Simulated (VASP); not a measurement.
The system is MgI2 (fluorite type).

```xyz
3
Lattice="0.0000 3.2643 3.2643 3.2643 0.0000 3.2643 3.2643 3.2643 0.0000" Properties=species:S:1:pos:R:3 pbc="T T T"
Mg    0.0000    0.0000    0.0000
I     1.6321    1.6321    1.6321
I     4.8964    4.8964    4.8964
```

| Property | Result |
| --- | --- |
| Program | VASP 6.6.1 |
| Task | relaxation of cell and atoms |
| Functional | PBE |
| Potentials or basis | VASP PAW PBE potentials, release 64 (Mg, I) |
| Cutoff | 600 eV |
| k mesh | 10 × 10 × 10 |
| Occupations | fermi-dirac, width 0.03 eV |
| Spin | no spin polarisation |

At the start: pressure 30.5 GPa; volume 23.19 Å³/atom.

Question: How do energy, volume and symmetry change on relaxing?

Answer: Over 6 steps the energy falls by 826.8 meV/atom and the volume is 35.49 Å³/atom (+53.1 %); space group Fm-3m (No. 225, to 0.05 Å).

Step by step:
```
step  energy change (eV)  largest force (eV/Å)  pressure (GPa)  volume (Å³)
   1              0.0000                0.0000           30.53        69.57
   2             -2.2842                0.0000           -3.07       124.21
   3             -2.4793                0.0000            0.33       105.37
   4             -2.4804                0.0000           -0.08       106.87
   5             -2.4805                0.0000           -0.02       106.59
   6             -2.4805                0.0000            0.01       106.48
```

Final structure:
```
Mg I
1.0
     0.00000    3.76193    3.76193
     3.76193    0.00000    3.76193
     3.76193    3.76193    0.00000
Mg I
1 2
Cartesian
  0.0000 0.0000 0.0000
  1.8810 1.8810 1.8810
  5.6429 5.6429 5.6429
```

Caveat: the volume moved by over 15 % at a fixed basis, so the end points are rough.
